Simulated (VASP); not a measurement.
# Cd2Ga (I4/mmm) in VASP: single point with PBE

Aim: the single point of Cd2Ga with PBE.

Program: VASP 6.6.1. These are calculated values, not measurements. Logs are shortened: lines on timing, memory, paths and dates and some standing lists are left out, and cuts for length are marked.

## (1) The cell of the first run

It takes space group I4/mmm (No. 139, tetragonal). Conventional cell: a = 3.926 Å, b = 3.926 Å, c = 8.691 Å, α = 90.00°, β = 90.00°, γ = 90.00°. Within 4.0 Å of Cd (site symmetry 4mm) lie 9 Cd at 2.89 to 3.93 Å and 5 Ga at 2.90 to 3.13 Å. Within 4.0 Å of Ga (site symmetry 4/mmm) lie 10 Cd at 2.90 to 3.13 Å and 4 Ga at 3.93 Å.

## (2) Single point, PBE

INCAR

```
ALGO = Fast ; EDIFF = 1E-6
ENCUT = 520 ; GGA = PE
ISIF = 2 ; ISMEAR = 0
LASPH = True ; LCHARG = False
LREAL = False ; LWAVE = False
NBANDS = 26 ; NELM = 100
PREC = Accurate ; SIGMA = 0.1
```

KPOINTS

```
k-points
0
Gamma
  16 16 16
```

POSCAR

```
Cd2Ga
1.0
   -1.9631744199      1.9631744199      4.3455295481
    1.9631744199     -1.9631744199      4.3455295481
    1.9631744199      1.9631744199     -4.3455295481
Cd Ga
2 1
Direct
    0.3335329599      0.3335329599      0.0000000000
    0.6664670401      0.6664670401      0.0000000000
    0.0000000000      0.0000000000      0.0000000000
```

Potentials or basis: VASP PAW PBE potentials, release 64 (Cd, Ga_d).

Launch:

```bash
$ cat potpaw_PBE.64/Cd/POTCAR potpaw_PBE.64/Ga_d/POTCAR > POTCAR
$ mpirun -np 1 vasp_std > vasp.out
```

OUTCAR:

```text
EDIFF = 1E-6
   ENCUT = 520
   GGA = PE
   ISIF = 2
   ISMEAR = 0
   LASPH = True
   LREAL = False
   NELM = 100
   PREC = Accurate

 ion  position               nearest neighbor table
   1  0.334  0.334  0.000-   2 2.89   3 2.90   3 3.13   3 3.13   3 3.13   3 3.13   2 3.13   2 3.13
                             2 3.13   2 3.13
   2  0.666  0.666  0.000-   1 2.89   3 2.90   3 3.13   3 3.13   3 3.13   3 3.13   1 3.13   1 3.13
                             1 3.13   1 3.13
   3  0.000  0.000  0.000-   1 2.90   2 2.90   1 3.13   2 3.13   2 3.13   2 3.13   2 3.13   1 3.13
                             1 3.13   1 3.13

  LATTYP: Found a body centered tetragonal cell.
 ALAT       =     3.9263488398
 C/A-ratio  =     2.2135218878

  Lattice vectors:

 A1 = (  -1.9631744199,   1.9631744199,   4.3455295481)
 A2 = (   1.9631744199,  -1.9631744199,   4.3455295481)
 A3 = (   1.9631744199,   1.9631744199,  -4.3455295481)

Analysis of symmetry for initial positions (statically):
=====================================================================
 Subroutine PRICEL returns:
 Original cell was already a primitive cell.

 Routine SETGRP: Setting up the symmetry group for a
 body centered tetragonal supercell.

 Subroutine GETGRP returns: Found 16 space group operations
 (whereof 16 operations were pure point group operations)
 out of a pool of 16 trial point group operations.

The static configuration has the point symmetry D_4h.

Analysis of symmetry for dynamics (positions and initial velocities):
=====================================================================
 Subroutine PRICEL returns:
 Original cell was already a primitive cell.

 Routine SETGRP: Setting up the symmetry group for a
 body centered tetragonal supercell.

 Subroutine GETGRP returns: Found 16 space group operations
 (whereof 16 operations were pure point group operations)
 out of a pool of 16 trial point group operations.

The dynamic configuration has the point symmetry D_4h.

 Subroutine INISYM returns: Found 16 space group operations
 (whereof 16 operations are pure point group operations),
 and found     1 'primitive' translations

----------------------------------------------------------------------------------------

                                     Primitive cell

  volume of cell :      66.9916

  direct lattice vectors                    reciprocal lattice vectors
    -1.963174420  1.963174420  4.345529548     0.000000000  0.254689545  0.115060776
     1.963174420 -1.963174420  4.345529548     0.254689545  0.000000000  0.115060776
     1.963174420  1.963174420 -4.345529548     0.254689545  0.254689545  0.000000000

  length of vectors
     5.156717431  5.156717431  5.156717431     0.279474053  0.279474053  0.360185409

  position of ions in fractional coordinates (direct lattice)
     0.333532960  0.333532960  0.000000000
     0.666467040  0.666467040  0.000000000
     0.000000000  0.000000000  0.000000000

  ion indices of the primitive-cell ions
   primitive index   ion index
                 1           1
                 2           2
                 3           3

----------------------------------------------------------------------------------------

 KPOINTS: k-points

Automatic generation of k-mesh.
 Grid dimensions read from file:
 generate k-points for:   16   16   16

 Generating k-lattice:

  Cartesian coordinates                     Fractional coordinates (reciprocal lattice)
     0.000000000  0.015918097  0.007191298     0.062500000  0.000000000  0.000000000
     0.015918097  0.000000000  0.007191298     0.000000000  0.062500000  0.000000000
     0.015918097  0.015918097  0.000000000     0.000000000  0.000000000  0.062500000

  Length of vectors
     0.017467128  0.017467128  0.022511588

  Shift w.r.t. Gamma in fractional coordinates (k-lattice)
     0.000000000  0.000000000  0.000000000

 Subroutine IBZKPT returns following result:
 ===========================================

 Found    349 irreducible k-points:

 Following reciprocal coordinates:
            Coordinates               Weight
  0.000000  0.000000  0.000000      1.000000
  0.062500  0.000000  0.000000      8.000000
  0.125000  0.000000  0.000000      8.000000
  0.187500  0.000000 -0.000000      8.000000
  0.250000  0.000000  0.000000      8.000000
  0.312500  0.000000  0.000000      8.000000
[... 16 lines left out ...]
 -0.125000  0.062500  0.000000     16.000000
 -0.062500  0.062500  0.000000      4.000000
 [... further k-points ...]
   k-points           NKPTS =    349   k-points in BZ     NKDIM =    349   number of bands    NBANDS=     26
   number of dos      NEDOS =    301   number of ions     NIONS =      3
   total plane-waves  NPLWV =  64000
   dimension x,y,z NGX =    40 NGY =   40 NGZ =   40
   dimension x,y,z NGXF=    80 NGYF=   80 NGZF=   80
   ions per type =               2   1
   NGX,Y,Z   is equivalent  to a cutoff of  12.90, 12.90, 12.90 a.u.
   NGXF,Y,Z  is equivalent  to a cutoff of  25.79, 25.79, 25.79 a.u.
 SYSTEM =  unknown system
   PREC   = accura    normal or accurate (medium, high low for compatibility)
   ISTART =      0    job   : 0-new  1-cont  2-samecut
   ICHARG =      2    charge: 1-file 2-atom 10-const
   ISPIN  =      1    spin polarized calculation?
   LNONCOLLINEAR =      F non collinear calculations
   LSORBIT =      F    spin-orbit coupling
   LASPH  =      T    aspherical Exc in radial PAW
   ENCUT  =  520.0 eV  38.22 Ry    6.18 a.u.   9.59  9.59  9.59*2*pi/ulx,y,z
   NELM   =    100;   NELMIN=  2; NELMDL= -5     # of ELM steps
   EDIFF  = 0.1E-05   stopping-criterion for ELM
   LREAL  =      F    real-space projection
   EDIFFG = 0.1E-04   stopping-criterion for IOM
   NSW    =      0    number of steps for IOM
   IBRION =     -1    ionic relax: 0-MD 1-quasi-New 2-CG
   NFREE  =      0    steps in history (QN), initial steepest desc. (CG)
   ISIF   =      2    stress and relaxation
   ISYM   =      2    0-nonsym 1-usesym 2-fastsym
   POTIM  = 0.5000    time-step for ionic-motion
   TEBEG  =    0.0;   TEEND  =   0.0 temperature during run
   PSTRESS=    0.0 pullay stress
   NELECT =      37.0000    total number of electrons
   NUPDOWN=      -1.0000    fix difference up-down
   EMIN   =  10.00;   EMAX   =-10.00  energy-range for DOS
   EFERMI =   0.00;   METHOD = LEGACY
   ISMEAR =     0;   SIGMA  =   0.10  broadening in eV -4-tet -1-fermi 0-gaus
   EFERMI_NEDOS =   21; number of points for ismear=-14 and -15
   IALGO  =     68    algorithm
   IMIX   =      4    mixing-type and parameters
     AMIX     =   0.40;   BMIX     =  1.00
     AMIX_MAG =   1.60;   BMIX_MAG =  1.00
  volume/ion in A,a.u.               =      22.33       150.69
  Fermi-wavevector in a.u.,A,eV,Ry     =   1.343183  2.538248 24.546830  1.804141
  Thomas-Fermi vector in A             =   2.471278
   LORBIT       =      0    0 simple, 1 ext, 2 COOP (PROOUT), +10 PAW based schemes
   GGA     = PE    functional components
   LHFCALC =     F    Hartree Fock is set to
   AEXX    =    0.0000 exact exchange contribution
   IVDW    =     0    specifies the selected vdW correction
   LEPSILON=     F    determine dielectric tensor
   LRPA    =     F    only Hartree local field effects (RPA)
 non-spin polarized calculation
 RMM-DIIS sequential band-by-band and
 Gauss-broadening in eV      SIGMA  =   0.10
  energy-cutoff  :      520.00
  volume of cell :       66.99
 maximum number of plane-waves:      1828
   NGX = 19   NGY = 19   NGZ = 19

 number of electron      37.0000005 magnetization

 Free energy of the ion-electron system (eV)
  ---------------------------------------------------
  ext. energy  EPLUGINS =         0.00000000
  ---------------------------------------------------
  free energy    TOTEN  =        -4.21554836 eV

  energy without entropy =       -4.21001411  energy(sigma->0) =       -4.21278124

 E-fermi :   3.1622     XC(G=0): -10.6196

 val. band max:        3.1573816770   @ k =  -0.0625   0.1875   0.0625
 cond. band min:       3.1638251265   @ k =  -0.1250   0.3125   0.0625
 fundamental gap:      0.0064434495
 Fermi energy:         3.1622373729

 k-point     1 :       0.0000    0.0000    0.0000
  band No.  band energies     occupation
      1     -11.7671      2.00000
      2     -11.7569      2.00000
      3     -11.7502      2.00000
      4     -11.7326      2.00000
      5     -11.7326      2.00000
      6      -6.2007      2.00000
[... 18 lines left out ...]
     25       9.4296      0.00000
     26      10.7797      0.00000

 k-point     2 :       0.0625    0.0000    0.0000
  band No.  band energies     occupation
      1     -11.7664      2.00000
      2     -11.7572      2.00000
      3     -11.7500      2.00000
      4     -11.7331      2.00000
      5     -11.7327      2.00000
      6      -6.1796      2.00000
[... 18 lines left out ...]
     25       9.6269      0.00000
     26      11.0567      0.00000

 k-point     3 :       0.1250    0.0000    0.0000
  band No.  band energies     occupation
      1     -11.7645      2.00000
      2     -11.7581      2.00000
      3     -11.7493      2.00000
      4     -11.7346      2.00000
      5     -11.7330      2.00000
      6      -6.1377      2.00000
[... 18 lines left out ...]
     25      10.1876      0.00000
     26      11.8613      0.00000

 k-point     4 :       0.1875    0.0000   -0.0000
  band No.  band energies     occupation
      1     -11.7621      2.00000
      2     -11.7595      2.00000
      3     -11.7479      2.00000
      4     -11.7367      2.00000
      5     -11.7334      2.00000
      6      -6.1155      2.00000
[... 18 lines left out ...]
     25      10.9390      0.00000
     26      11.7427      0.00000
[... 496 lines left out ...]
      1     -11.7611      2.00000
      2     -11.7599      2.00000
      3     -11.7476      2.00000
      4     -11.7368      2.00000
      5     -11.7337      2.00000
      6      -6.1616      2.00000
[... 18 lines left out ...]
     25      10.6610      0.00000
     26      11.2998      0.00000

 k-point    23 :      -0.1250    0.0625    0.0000
  band No.  band energies     occupation
      1     -11.7636      2.00000
      2     -11.7585      2.00000
      3     -11.7490      2.00000
      4     -11.7347      2.00000
      5     -11.7334      2.00000
      6      -6.1651      2.00000
[... 18 lines left out ...]
     25      10.3647      0.00000
     26      11.7241      0.00000

 k-point    24 :      -0.0625    0.0625    0.0000
  band No.  band energies     occupation
      1     -11.7656      2.00000
      2     -11.7576      2.00000
      3     -11.7497      2.00000
      4     -11.7334      2.00000
      5     -11.7331      2.00000
      6      -6.1797      2.00000
[... 18 lines left out ...]
     25       9.8330      0.00000
     26      11.2234      0.00000

 [... further k-points ...]
[... 5 lines left out ...]
  --------------------------------------------------------------------------------------
  -------------------------------------------------------------------------------------
  Total        0.0191217      0.0191217      0.1039042      0.0000000     -0.0000000      0.0000000
  in kB        0.4573158      0.4573158      2.4849807      0.0000000     -0.0000000      0.0000000
  external PRESSURE =       1.1332041 kB  Pullay stress =       0.0000000 kB

 VOLUME and BASIS-vectors are now :
 -----------------------------------------------------------------------------
  energy-cutoff  :      520.00
  volume of cell :       66.99
      direct lattice vectors                 reciprocal lattice vectors
    -1.963174420  1.963174420  4.345529548     0.000000000  0.254689545  0.115060776
     1.963174420 -1.963174420  4.345529548     0.254689545  0.000000000  0.115060776
     1.963174420  1.963174420 -4.345529548     0.254689545  0.254689545  0.000000000

 POSITION                                       TOTAL-FORCE (eV/Angst)
 -----------------------------------------------------------------------------------
      0.00000      0.00000      2.89875        -0.000000     -0.000000     -0.005352
      0.00000      0.00000      5.79230        -0.000000     -0.000000      0.005352
      0.00000      0.00000      0.00000         0.000000      0.000000      0.000000
 -----------------------------------------------------------------------------------
    total drift:                               -0.000000      0.000000      0.000000

  FREE ENERGIE OF THE ION-ELECTRON SYSTEM (eV)
  ---------------------------------------------------
  free  energy   TOTEN  =        -4.2155483591 eV

  energy  without entropy=       -4.2100141112  energy(sigma->0) =       -4.21278124
```

It took 12 min on 1 thread of Intel Xeon Platinum 8259CL at 2.50GHz (Skylake/Cascade Lake), shared host; peak memory 0.67 GiB.

What came out:

- Free energy: -4.2155 eV
- Pressure: 0.1 GPa
- Largest force: 0.005 eV/Å
- Band gap on the k mesh: zero (an odd number of electrons rules out a gap without spin polarisation)

Forces on the atoms (eV/Å):
```
Cd   0.000  0.000 -0.005
Cd   0.000  0.000  0.005
Ga   0.000  0.000  0.000
```

Levels at points of the mesh, in eV from the Fermi level:
```
           k point  band 15  band 16  band 17  band 18  band 19  band 20  band 21  band 22
(0.00, 0.00, 0.00)    -8.63    -8.38    -0.71     0.21     2.27     2.70     2.70     3.89
(0.50, 0.00, 0.00)    -8.36    -6.43    -5.22    -1.83    -0.73     3.61     4.99     5.11
(0.50, 0.50, 0.00)    -8.48    -4.43    -3.08    -2.27    -1.29    -0.57    -0.15     4.37
(0.50, 0.50, 0.50)    -8.42    -7.40    -6.33     0.59     0.59     1.17     5.38     7.20
```
